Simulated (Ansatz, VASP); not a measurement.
GaBiO4: VASP beside Ansatz

```
CELL_PARAMETERS angstrom
3.64688 0.00000 0.00000
0.00000 3.64688 0.00000
0.00000 0.00000 5.13762
ATOMIC_POSITIONS crystal
Ga 0.00000 0.00000 0.00000
Bi 0.50000 0.50000 0.50000
O 0.50000 0.00000 0.75841
O 0.00000 0.50000 0.24159
O 0.50000 0.00000 0.24159
O 0.00000 0.50000 0.75841
```

Change from the starting cell: species swapped into the NbVH4 type (P4/mmm, No. 123).

Alike in both runs: functional PBE; k mesh 10 × 10 × 8; occupations gaussian, width 0.1 eV; no spin polarisation.

Ansatz relaxed the structure, and its values are those at the end. VASP's run is a single point on that final structure, the one shown.

|  | VASP | Ansatz |
| --- | --- | --- |
| version | VASP 6.6.1 | Ansatz 0.2.0 |
| potentials or method | VASP PAW PBE potentials, release 64 (Ga_d, Bi_d, O), cutoff 520 eV | scalar-relativistic, plane waves, PAW |
| valence electrons in the cell | 52 | 52 |

VASP gave:

| Property | Result |
| --- | --- |
| gap on the k mesh at the Fermi level (eV) | none |
| pressure (GPa) | 0.6 |

Task: Estimate Ansatz's values.

Result: gap on the k mesh at the Fermi level (eV): none; pressure (GPa): 0.0.

A gap of «none» marks a metal or a gap that the smearing closes.

Neither program's run includes spin-orbit coupling.
